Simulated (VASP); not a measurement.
A run of VASP 6.6.1 is set up as follows.

File INCAR:

```
PREC = Accurate
ENCUT = 520
EDIFF = 1E-6
ISMEAR = -1
SIGMA = 0.05
LREAL = F
LASPH = T
NELM = 150
ALGO = Normal
ISIF = 2
LWAVE = F
LCHARG = T
ISPIN = 2
MAGMOM = 0.582 0.582
LORBIT = 11
LMAXMIX = 4
GGA = PE
LELF = T
LVHAR = T
NBANDS = 21
```

File KPOINTS:

```
Automatic mesh
0
Gamma
  13 13 13
```

Contents of POSCAR:

```
Ni
1.0
    2.6761086060      0.0000000000      0.0000000000
    0.0000000000      2.6761086060      0.0000000000
    0.0000000000      0.0000000000      2.6761086060
Ni
2
Direct
    0.0000000000      0.0000000000      0.0000000000
    0.5000000000      0.5000000000      0.5000000000
```

Potentials or basis: VASP PAW PBE potentials, release 64 (Ni).

The run is started by

```bash
$ cat potpaw_PBE.64/Ni/POTCAR > POTCAR
$ mpirun -np 1 vasp_std > vasp.out
```

**Question.** Estimate the net moment.

**Answer.** 0.34 μB per cell.

**Question.** Predict the pressure.

**Answer.** 34.5 GPa.
